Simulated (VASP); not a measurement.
# Mg3CdSe2O2 (P-4m2) in VASP: notebook, part 2 of 2

VASP 6.6.1. The steps go on from the part before.

### 4 Relaxation of cell and atoms, PBE

This run uses another cell than the first one, of 17.75 Å³/atom, 0.955 times its volume.

The input, INCAR:

```
ALGO = Normal ; EDIFF = 1E-7
EDIFFG = -0.08 ; ENCUT = 600
GGA = PE ; IBRION = 2
ISIF = 3 ; ISMEAR = 0
LASPH = True ; LCHARG = False
LREAL = False ; LWAVE = False
NELM = 80 ; NSW = 36
PREC = Accurate ; SIGMA = 0.15
```

The input, KPOINTS:

```
k-points
0
Gamma
  3 3 2
```

The input, POSCAR:

```
Mg3CdSe2O2
1.0
    3.7500000000      0.0000000000      0.0000000000
    0.0000000000      3.7500000000      0.0000000000
    0.0000000000      0.0000000000     10.1000000000
Mg Cd Se O
3 1 2 2
Direct
    0.0000000000      0.0000000000      0.0000000000
    0.5000000000      0.5000000000      0.8300000000
    0.5000000000      0.5000000000      0.1700000000
    0.0000000000      0.0000000000      0.5000000000
    0.5000000000      0.0000000000      0.6700000000
    0.0000000000      0.5000000000      0.3300000000
    0.5000000000      0.0000000000      0.0850000000
    0.0000000000      0.5000000000      0.9150000000
```

On the command line:

```sh
$ cat potpaw_PBE.64/Mg/POTCAR potpaw_PBE.64/Cd/POTCAR potpaw_PBE.64/Se/POTCAR potpaw_PBE.64/O/POTCAR > POTCAR
$ mpirun -np 1 vasp_std > vasp.out
```

Wall time 3.6 min (1 thread of Intel Xeon 6975P-C (Granite Rapids), shared host); peak memory 0.29 GiB.

It converged, with:

```
Free energy                            : -35.0681 eV
Relaxed volume                         : 18.49 Å³/atom
Relaxed cell                           : a = 3.902 Å, b = 3.902 Å, c = 9.716 Å, α = 90.00°, β = 90.00°, γ = 90.00°
Space group after relaxing (to 0.05 Å) : P-4m2 (No. 115)
Energy gained by relaxing              : 46.6 meV/atom
Ionic steps                            : 12
Pressure after relaxing                : 0.4 GPa
Largest force after relaxing           : 0.059 eV/Å
Band gap on the k mesh                 : 1.15 eV, indirect (least direct gap 1.22 eV)
```

Forces in eV/Å, atoms in the order of the input:
```
Mg   0.000  0.000  0.000
Mg   0.000  0.000  0.003
Mg   0.000  0.000 -0.003
Cd   0.000  0.000  0.000
Se   0.000  0.000  0.059
Se   0.000  0.000 -0.059
O    0.000  0.000  0.019
O    0.000  0.000 -0.019
```

Stress tensor (GPa, compression positive):
```
0.34 0.00 0.00
0.00 0.34 0.00
0.00 0.00 0.44
```

Step by step:
```tsv
step	energy change (eV)	largest force (eV/Å)	pressure (GPa)	volume (Å³)
1	0.0000	0.6262	5.05	142.03
2	-0.1757	0.4192	-1.35	153.83
3	-0.1800	0.4451	-0.58	152.12
4	-0.2133	0.3396	-0.45	151.64
5	-0.2845	0.5250	-0.05	150.18
6	-0.3034	0.8478	0.99	147.12
7	-0.3158	0.7483	0.56	148.32
8	-0.3411	0.5645	0.30	148.55
9	-0.3643	0.1052	-0.26	149.09
10	-0.3646	0.1396	-0.20	149.03
11	-0.3689	0.1001	-0.03	148.70
12	-0.3730	0.0589	0.37	147.92
```

Final structure:
```
CELL_PARAMETERS angstrom
3.90188 0.00000 0.00000
0.00000 3.90188 0.00000
0.00000 0.00000 9.71567
ATOMIC_POSITIONS crystal
Mg 0.00000 0.00000 0.00000
Mg 0.50000 0.50000 0.84773
Mg 0.50000 0.50000 0.15227
Cd 0.00000 0.00000 0.50000
Se 0.50000 0.00000 0.68063
Se 0.00000 0.50000 0.31937
O 0.50000 0.00000 0.06150
O 0.00000 0.50000 0.93851
```

Levels at points of the mesh, in eV from the valence-band top:
```csv
k point,band 18,band 19,band 20,band 21,band 22,band 23,band 24,band 25
"(0.00, 0.00, 0.00)",-0.84,-0.84,-0.07,-0.07,1.15,4.10,4.26,5.13
"(0.00, 0.00, 0.50)",-0.84,-0.84,-0.05,-0.05,2.60,2.75,4.42,5.05
```

Caveat: the k points lie up to 0.54 Å⁻¹ apart in the final cell; the relaxation stopped at a loose force limit of 0.08 eV/Å, so its end isn't a converged minimum. PBE gaps usually lie below the measured ones, often by a third to a half.

### 5 Relaxation of cell and atoms, PBE

This run uses another cell than the first one, of 17.78 Å³/atom, 0.956 times its volume.

The input, INCAR:

```
  PREC = Accurate
  ENCUT = 600
  EDIFF = 1E-6
  ISMEAR = 0
  SIGMA = 0.15
  LREAL = F
  LASPH = T
  NELM = 60
  ALGO = Normal
  ISIF = 3
  LWAVE = F
  LCHARG = F
  GGA = PE
  IBRION = 2
  NSW = 36
  EDIFFG = -0.08
```

The input, KPOINTS:

```
Automatic mesh
0
Gamma
  3 3 2
```

The input, POSCAR:

```
Mg3CdSe2O2
1.0
    3.9000000000      0.0000000000      0.0000000000
    0.0000000000      3.9000000000      0.0000000000
    0.0000000000      0.0000000000      9.3500000000
Mg Cd Se O
3 1 2 2
Direct
    0.5000000000      0.0000000000      0.1480000000
    0.0000000000      0.5000000000      0.8520000000
    0.5000000000      0.5000000000      0.5000000000
    0.0000000000      0.0000000000      0.5000000000
    0.5000000000      0.0000000000      0.6600000000
    0.0000000000      0.5000000000      0.3400000000
    0.0000000000      0.0000000000      0.0000000000
    0.5000000000      0.5000000000      0.0000000000
```

On the command line:

```sh
$ cat potpaw_PBE.64/Mg/POTCAR potpaw_PBE.64/Cd/POTCAR potpaw_PBE.64/Se/POTCAR potpaw_PBE.64/O/POTCAR > POTCAR
$ mpirun -np 1 vasp_std > vasp.out
```

Wall time 6.2 min (1 thread of Intel Xeon 6975P-C (Granite Rapids), shared host); peak memory 0.3 GiB.

It converged, with:

```
Free energy                            : -33.9594 eV
Relaxed volume                         : 22.81 Å³/atom
Relaxed cell                           : a = 4.143 Å, b = 4.143 Å, c = 10.632 Å, α = 90.00°, β = 90.00°, γ = 90.00°
Space group after relaxing (to 0.05 Å) : P-4m2 (No. 115)
Energy gained by relaxing              : 985.4 meV/atom
Ionic steps                            : 18
Pressure after relaxing                : 0.0 GPa
Largest force after relaxing           : 0.078 eV/Å
Band gap on the k mesh                 : 1.07 eV, direct
```

Forces on the atoms (eV/Å):
```
Mg   0.000  0.000 -0.033
Mg   0.000  0.000  0.033
Mg   0.000  0.000  0.000
Cd   0.000  0.000  0.000
Se   0.000  0.000  0.078
Se   0.000  0.000 -0.078
O    0.000  0.000  0.000
O    0.000  0.000  0.000
```

Stress tensor (GPa, compression positive):
```
 0.05  0.00  0.00
 0.00  0.05  0.00
 0.00  0.00 -0.07
```

The path:
```
step  energy change (eV)  largest force (eV/Å)  pressure (GPa)  volume (Å³)
   1              0.0000                4.3338            8.47       142.21
   2             -2.8993                4.0850           -4.86       162.22
   3             -3.3211                3.6479           -9.27       175.51
   4             -5.7077                2.3720           -7.01       161.21
   5             -6.6077                2.0542           -0.46       143.89
   6             -6.6596                1.5389           -2.68       147.95
   7             -6.6684                1.6546           -2.10       146.77
   8             -7.1167                0.6681            3.23       141.08
   9             -7.1316                0.6420            4.76       139.79
  10             -7.4814                0.6418            2.18       149.23
  11             -7.7165                0.5390           -0.01       162.37
  12             -7.8106                0.4649           -2.18       189.62
  13             -7.8220                0.3611           -1.49       180.05
  14             -7.8334                0.3423            2.03       177.99
  15             -7.8618                0.2094            0.38       178.94
  16             -7.8756                0.1438            0.11       180.95
  17             -7.8796                0.1096           -0.14       182.84
  18             -7.8832                0.0778            0.01       182.46
```

Final structure:
```cif
data_structure
_symmetry_space_group_name_H-M 'P 1'
_symmetry_Int_Tables_number 1
_cell_length_a 4.1427
_cell_length_b 4.1427
_cell_length_c 10.6315
_cell_angle_alpha 90.000
_cell_angle_beta 90.000
_cell_angle_gamma 90.000
_cell_volume 182.46
loop_
_atom_site_label
_atom_site_type_symbol
_atom_site_fract_x
_atom_site_fract_y
_atom_site_fract_z
_atom_site_occupancy
Mg1 Mg 0.50000 0.00000 0.99844 1
Mg2 Mg 0.00000 0.50000 0.00156 1
Mg3 Mg 0.50000 0.50000 0.50000 1
Cd1 Cd 0.00000 0.00000 0.50000 1
Se1 Se 0.50000 0.00000 0.65402 1
Se2 Se 0.00000 0.50000 0.34598 1
O1 O 0.00000 0.00000 0.00000 1
O2 O 0.50000 0.50000 0.00000 1
```

Levels at points of the mesh, in eV from the valence-band top:
```
           k point  band 18  band 19  band 20  band 21  band 22  band 23  band 24  band 25
(0.00, 0.00, 0.00)    -1.14    -0.30    -0.30     0.00     1.07     2.12     3.08     4.01
(0.00, 0.00, 0.50)    -1.18    -0.30    -0.30     0.00     1.51     2.11     3.11     3.41
```

Caveat: the k points lie up to 0.51 Å⁻¹ apart in the final cell; the volume moved by over 15 % at a fixed basis, so the end points are rough; the relaxation stopped at a loose force limit of 0.08 eV/Å, so its end isn't a converged minimum. A hybrid or GW would open this gap; PBE tends to underestimate it.

### 6 Overview

```csv
task,cell,cutoff (eV),gap on the mesh (eV),pressure (GPa),relaxed volume (Å³/atom),largest force (eV/Å)
single point,"a = 3.903, b = 3.903, c = 9.763 Å, 8 atoms",520,1.10,0.1,-,0.04
single point,"a = 4.138, b = 4.138, c = 9.786 Å, 8 atoms",520,0.99,0.6,-,0.02
relaxation of cell and atoms,"relaxed from a = 3.750, b = 3.750, c = 10.100 Å, 8 atoms",600,1.15,0.4,18.49,0.06
relaxation of cell and atoms,"relaxed from a = 3.900, b = 3.900, c = 9.350 Å, 8 atoms",600,1.07,0.0,22.81,0.08
```

Alike in all rows: level PBE; potentials or basis VASP PAW PBE potentials, release 64 (Mg, Cd, Se, O); no spin polarisation; k mesh 3 × 3 × 2; smearing gaussian 0.15 eV.

Caveats: all runs use coarse meshes; the relaxation stopped at a loose force limit of 0.08 eV/Å, so its end isn't a converged minimum (some runs); the volume moved by over 15 % at a fixed basis, so the end points are rough (some runs).

Absolute energies hang on the potentials; compare differences alone.
